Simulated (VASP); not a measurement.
# Ta (P6_3/mmc) in VASP: further runs, part 3 of 3

VASP 6.6.1. Earlier steps stand in the parts before.

## (6) Single point, PBEsol (18.90 Å³/atom)

This run uses another cell than the first one, of 18.90 Å³/atom.

Input file INCAR:

```
SYSTEM = Ta
ALGO     = Normal         ! electronic algorithm
EDIFF    = 1E-6           ! SCF threshold, eV
ENCUT    = 520            ! plane-wave cutoff, eV
GGA      = PS             ! functional
ISIF     = 2              ! what is computed and relaxed
ISMEAR   = -1             ! smearing method
LASPH    = .True.         ! aspherical terms in the spheres
LCHARG   = .False.        ! write CHGCAR
LREAL    = .False.        ! projectors in reciprocal space
LWAVE    = .False.        ! write WAVECAR
NBANDS   = 30             ! bands
NELM     = 60             ! most SCF steps
PREC     = Accurate       ! precision mode
SIGMA    = 0.1            ! smearing width, eV
```

Input file KPOINTS:

```
k-points
0
Gamma
  14 14 4
  0 0 0
```

Input file POSCAR:

```
Ta
1.0
    2.9357645982      0.0000000000      0.0000000000
   -1.4678822991      2.5424467215      0.0000000000
    0.0000000000      0.0000000000     10.1290669181
Ta
4
Direct
    0.0000000000      1.0000000000      1.0000000000
    1.0000000000      1.0000000000      0.5000000000
    0.3333333333      0.6666666667      0.2500000000
    0.6666666667      0.3333333333      0.7500000000
```

Potentials or basis: VASP PAW PBE potentials, release 64 (Ta_pv).

The run is started by

```bash
cat potpaw_PBE.64/Ta_pv/POTCAR > POTCAR
mpirun -np 1 vasp_std > vasp.out
```

OUTCAR:

```text
SYSTEM = Ta
   EDIFF = 1E-6
   ENCUT = 520
   GGA = PS
   ISIF = 2
   ISMEAR = -1
   LASPH = .True.
   LREAL = .False.
   NELM = 60
   PREC = Accurate

 ion  position               nearest neighbor table
   1  0.000  0.000  0.000-   3 3.05   4 3.05   3 3.05   4 3.05   4 3.05   3 3.05
   2  0.000  0.000  0.500-   3 3.05   4 3.05   3 3.05   4 3.05   4 3.05   3 3.05
   3  0.333  0.667  0.250-   1 3.05   2 3.05   1 3.05   2 3.05   1 3.05   2 3.05
   4  0.667  0.333  0.750-   1 3.05   2 3.05   1 3.05   2 3.05   1 3.05   2 3.05

  LATTYP: Found a hexagonal cell.
 ALAT       =     2.9357645982
 C/A-ratio  =     3.4502313041

  Lattice vectors:

 A1 = (   2.9357645982,   0.0000000000,   0.0000000000)
 A2 = (  -1.4678822991,   2.5424467215,   0.0000000000)
 A3 = (   0.0000000000,   0.0000000000,  10.1290669181)

Analysis of symmetry for initial positions (statically):
=====================================================================
 Subroutine PRICEL returns:
 Original cell was already a primitive cell.

 Routine SETGRP: Setting up the symmetry group for a
 hexagonal supercell.

 Subroutine GETGRP returns: Found 24 space group operations
 (whereof 12 operations were pure point group operations)
 out of a pool of 24 trial point group operations.

The static configuration has the point symmetry D_3d.
 The point group associated with its full space group is D_6h.

Analysis of symmetry for dynamics (positions and initial velocities):
=====================================================================
 Subroutine PRICEL returns:
 Original cell was already a primitive cell.

 Routine SETGRP: Setting up the symmetry group for a
 hexagonal supercell.

 Subroutine GETGRP returns: Found 24 space group operations
 (whereof 12 operations were pure point group operations)
 out of a pool of 24 trial point group operations.

The dynamic configuration has the point symmetry D_3d.
[... 116 lines left out ...]
   NUPDOWN=      -1.0000    fix difference up-down
   EMIN   =  10.00;   EMAX   =-10.00  energy-range for DOS
   EFERMI =   0.00;   METHOD = LEGACY
   ISMEAR =    -1;   SIGMA  =   0.10  broadening in eV -4-tet -1-fermi 0-gaus
   EFERMI_NEDOS =   21; number of points for ismear=-14 and -15
   IALGO  =     38    algorithm
   IMIX   =      4    mixing-type and parameters
     AMIX     =   0.40;   BMIX     =  1.00
     AMIX_MAG =   1.60;   BMIX_MAG =  1.00
  volume/ion in A,a.u.               =      18.90       127.55
  Fermi-wavevector in a.u.,A,eV,Ry     =   1.366821  2.582917 25.418388  1.868199
  Thomas-Fermi vector in A             =   2.492928
   LORBIT       =      0    0 simple, 1 ext, 2 COOP (PROOUT), +10 PAW based schemes
   GGA     = PS    functional components
   LHFCALC =     F    Hartree Fock is set to
   AEXX    =    0.0000 exact exchange contribution
   IVDW    =     0    specifies the selected vdW correction
   LEPSILON=     F    determine dielectric tensor
   LRPA    =     F    only Hartree local field effects (RPA)
 non-spin polarized calculation
  energy-cutoff  :      520.00
  volume of cell :       75.60
 maximum number of plane-waves:      2090
 NGX is ok and might be reduce to    24
   NGX = 11   NGY = 11   NGZ = 37

 number of electron      44.0000003 magnetization

 Free energy of the ion-electron system (eV)
  ---------------------------------------------------
  ext. energy  EPLUGINS =         0.00000000
  ---------------------------------------------------
  free energy    TOTEN  =       -49.11567306 eV

  energy without entropy =      -48.95797677  energy(sigma->0) =      -49.03682491

 E-fermi :   5.3298     XC(G=0): -12.4799

 val. band max:        5.3210443325   @ k =   0.3571   0.0000   0.5000
 cond. band min:       5.3562457289   @ k =   0.2857  -0.0000   0.0000
 fundamental gap:      0.0352013963
 Fermi energy:         5.3297732267

 k-point     1 :       0.0000    0.0000    0.0000
  band No.  band energies     occupation
      1     -29.2167      2.00000
      2     -28.8277      2.00000
      3     -28.7592      2.00000
      4     -28.3451      2.00000
      5     -28.3451      2.00000
      6     -28.3416      2.00000
[... 781 lines left out ...]
     29       9.4913      0.00000
     30      10.0160      0.00000

 [... further k-points ...]
[... 5 lines left out ...]
  --------------------------------------------------------------------------------------
  -------------------------------------------------------------------------------------
  Total       -3.3932460     -3.3932460     -3.4865658      0.0000000      0.0000000      0.0000000
  in kB      -71.9090242    -71.9090242    -73.8866402      0.0000000      0.0000000      0.0000000
  external PRESSURE =     -72.5682295 kB  Pullay stress =       0.0000000 kB

 VOLUME and BASIS-vectors are now :
 -----------------------------------------------------------------------------
  energy-cutoff  :      520.00
  volume of cell :       75.60
      direct lattice vectors                 reciprocal lattice vectors
     2.935764598  0.000000000  0.000000000     0.340626766  0.196660955  0.000000000
    -1.467882299  2.542446722  0.000000000     0.000000000  0.393321910  0.000000000
     0.000000000  0.000000000 10.129066918     0.000000000  0.000000000  0.098725777

 POSITION                                       TOTAL-FORCE (eV/Angst)
 -----------------------------------------------------------------------------------
      0.00000      0.00000      0.00000         0.000000      0.000000     -0.000000
      0.00000      0.00000      5.06453         0.000000      0.000000     -0.000000
     -0.00000      1.69496      2.53227         0.000000      0.000000      0.000000
      1.46788      0.84748      7.59680        -0.000000     -0.000000     -0.000000
 -----------------------------------------------------------------------------------
    total drift:                               -0.000000      0.000000     -0.000000

  FREE ENERGIE OF THE ION-ELECTRON SYSTEM (eV)
  ---------------------------------------------------
  free  energy   TOTEN  =       -49.1156730556 eV

  energy  without entropy=      -48.9579767698  energy(sigma->0) =      -49.03682491
```

OSZICAR:

```text
N       E                     dE             d eps       ncg     rms          rms(c)
DAV:   1     0.411074043933E+03    0.41107E+03   -0.24447E+04  4336   0.151E+03
DAV:   2    -0.355312505484E+02   -0.44661E+03   -0.43614E+03  4830   0.444E+02
DAV:   3    -0.510454843525E+02   -0.15514E+02   -0.14872E+02  5578   0.743E+01
DAV:   4    -0.513262586217E+02   -0.28077E+00   -0.27874E+00  5240   0.926E+00
DAV:   5    -0.513327056724E+02   -0.64471E-02   -0.64433E-02  5460   0.115E+00    0.250E+01
DAV:   6    -0.496422541149E+02    0.16905E+01   -0.19687E+00  4976   0.985E+00    0.119E+01
DAV:   7    -0.491368542390E+02    0.50540E+00   -0.17425E+00  4956   0.866E+00    0.866E-01
DAV:   8    -0.491217576096E+02    0.15097E-01   -0.12761E-01  5550   0.272E+00    0.560E-01
DAV:   9    -0.491157255066E+02    0.60321E-02   -0.18833E-02  5312   0.102E+00    0.132E-01
DAV:  10    -0.491156962697E+02    0.29237E-04   -0.77309E-04  5104   0.176E-01    0.655E-02
DAV:  11    -0.491156766619E+02    0.19608E-04   -0.10677E-04  5710   0.656E-02    0.295E-02
DAV:  12    -0.491156733009E+02    0.33610E-05   -0.54259E-06  4738   0.185E-02    0.411E-03
DAV:  13    -0.491156730556E+02    0.24533E-06   -0.47230E-07  3054   0.623E-03
   1 F= -.49115673E+02 E0= -.49036825E+02  d E =-.157696E+00
```

Run time: 58 s. Hardware: 1 thread of Intel Xeon 6975P-C (Granite Rapids), shared host; peak memory 0.27 GiB.

Results:

| Quantity | Value |
| --- | --- |
| Free energy | -49.1157 eV |
| Pressure | -7.3 GPa |
| Band gap on the k mesh | zero (bands 22 and 23 overlap by 1.03 eV) |

Stress tensor (GPa, compression positive):
```
-7.19  0.00  0.00
 0.00 -7.19  0.00
 0.00  0.00 -7.39
```

Levels at points of the mesh, in eV from the Fermi level:
```tsv
k point	band 19	band 20	band 21	band 22	band 23	band 24	band 25	band 26
(0.00, 0.00, 0.00)	-0.19	0.18	0.42	0.42	0.52	0.52	0.89	0.89
(0.50, 0.00, 0.00)	-2.11	-1.04	-0.45	0.49	0.62	1.53	2.26	2.43
(0.00, 0.00, 0.50)	-0.51	-0.51	0.53	0.53	0.53	0.53	0.85	0.85
(0.50, 0.00, 0.50)	-1.03	-1.03	0.36	0.36	1.10	1.10	1.27	1.27
```

Caveat: the cell stands under tension; the PAW data sets were made with another functional, which shifts forces and pressure a little; spin-orbit coupling is left out, which moves the levels of the heavy elements.

## (7) Single point, PBEsol (19.63 Å³/atom)

This run uses another cell than the first one, of 19.63 Å³/atom.

Input file INCAR:

```
  PREC = Accurate
  ENCUT = 520
  EDIFF = 1E-7
  ISMEAR = -1
  SIGMA = 0.1
  LREAL = F
  LASPH = T
  NELM = 100
  ALGO = Normal
  ISIF = 2
  LWAVE = F
  LCHARG = F
  GGA = PS
  NBANDS = 30
```

Input file KPOINTS:

```
regular mesh
0
Gamma
  14 14 4
```

Input file POSCAR:

```
Ta
1.0
    2.9729301208      0.0000000000      0.0000000000
   -1.4864650604      2.5746330083      0.0000000000
    0.0000000000      0.0000000000     10.2572965677
Ta
4
Direct
    0.0000000000      1.0000000000      1.0000000000
    1.0000000000      1.0000000000      0.5000000000
    0.3333333333      0.6666666667      0.2500000000
    0.6666666667      0.3333333333      0.7500000000
```

The run is started by

```bash
cat potpaw_PBE.64/Ta_pv/POTCAR > POTCAR
mpirun -np 1 vasp_std > vasp.out
```

Run time: 64 s. Hardware: 1 thread of Intel Xeon 6975P-C (Granite Rapids), shared host; peak memory 0.27 GiB.

Results (log left out):

```
Free energy            : -48.9276 eV
Pressure               : -13.4 GPa
Band gap on the k mesh : zero (bands 22 and 23 overlap by 1.03 eV)
```

Stress tensor (GPa, compression positive):
```
-13.33   0.00   0.00
  0.00 -13.33   0.00
  0.00   0.00 -13.47
```

Levels at points of the mesh, in eV from the Fermi level:
| k point | band 18 | band 19 | band 20 | band 21 | band 22 | band 23 | band 24 | band 25 | band 26 | band 27 |
| --- | --- | --- | --- | --- | --- | --- | --- | --- | --- | --- |
| (0.00, 0.00, 0.00) | -0.92 | -0.16 | 0.08 | 0.43 | 0.43 | 0.52 | 0.52 | 0.88 | 0.88 | 0.99 |
| (0.50, 0.00, 0.00) | -2.28 | -2.01 | -0.97 | -0.47 | 0.46 | 0.63 | 1.39 | 2.09 | 2.34 | 2.40 |
| (0.00, 0.00, 0.50) | -0.59 | -0.47 | -0.47 | 0.54 | 0.54 | 0.54 | 0.54 | 0.84 | 0.84 | 0.84 |
| (0.50, 0.00, 0.50) | -2.84 | -0.98 | -0.98 | 0.30 | 0.30 | 1.08 | 1.08 | 1.17 | 1.17 | 4.19 |

Caveat: the cell stands under tension; the PAW data sets were made with another functional, which shifts forces and pressure a little; spin-orbit coupling is left out, which moves the levels of the heavy elements.

## (8) The runs side by side

| cell | gap on the mesh (eV) | pressure (GPa) |
| --- | --- | --- |
| a = 2.777, b = 2.777, c = 9.580 Å, angles 90.0, 90.0, 120.0°, 4 atoms | none | 32.8 |
| a = 2.818, b = 2.818, c = 9.723 Å, angles 90.0, 90.0, 120.0°, 4 atoms | none | 19.8 |
| a = 2.858, b = 2.858, c = 9.862 Å, angles 90.0, 90.0, 120.0°, 4 atoms | none | 9.1 |
| a = 2.898, b = 2.898, c = 9.998 Å, angles 90.0, 90.0, 120.0°, 4 atoms | none | 0.1 |
| a = 2.936, b = 2.936, c = 10.129 Å, angles 90.0, 90.0, 120.0°, 4 atoms | none | -7.3 |
| a = 2.973, b = 2.973, c = 10.257 Å, angles 90.0, 90.0, 120.0°, 4 atoms | none | -13.4 |

Alike in all rows: task single point; level PBEsol; potentials or basis VASP PAW PBE potentials, release 64 (Ta_pv); no spin polarisation; k mesh 14 × 14 × 4; cutoff (eV) 520; smearing fermi-dirac 0.1 eV.

Caveats: the PAW data sets were made with another functional, which shifts forces and pressure a little; spin-orbit coupling is left out, which moves the levels of the heavy elements; the cell stands under pressure (at least some runs); the cell stands under tension (at least some runs).

Total energies depend on the potentials used, so only differences within one code and one set of settings carry meaning.
